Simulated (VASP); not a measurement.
Input of a VASP 6.6.1 run:

Contents of INCAR:

```
PREC = Accurate ; ENCUT = 520
EDIFF = 1E-6 ; ISMEAR = -1
SIGMA = 0.1 ; LREAL = False
LASPH = True ; NELM = 80
ALGO = Normal ; ISIF = 2
LWAVE = False ; LCHARG = True
GGA = RE ; LELF = True
LVHAR = True ; NBANDS = 19
```

File KPOINTS:

```
Automatic mesh
0
Gamma
  13 13 7
```

POSCAR

```
Zr
1.0
   -1.8659645930      2.2709171054      1.6631512315
    2.2709171054     -1.8659645930      1.6631512315
    3.7644451193      3.7644451193     -0.9214799634
Zr
2
Direct
    0.0415204800      0.9584795200      0.0000000000
    0.7084795200      0.2915204800      0.5000000000
```

Potentials or basis: VASP PAW PBE potentials, release 64 (Zr_sv).

Run with:

```console
$ cat potpaw_PBE.64/Zr_sv/POTCAR > POTCAR
$ mpirun -np 1 vasp_std > vasp.out
```

Task: Estimate the band gap on the k mesh.

Result: Zero (bands 12 and 13 overlap by 1.11 eV).

Task: What does it give for the pressure?

Result: -8.4 GPa.

Stress tensor (GPa, compression positive):
```
-8.49 -0.18  0.06
-0.18 -8.49  0.06
 0.06  0.06 -8.30
```

Caveat: the cell stands under tension; the PAW data sets were made with another functional, which shifts forces and pressure a little.
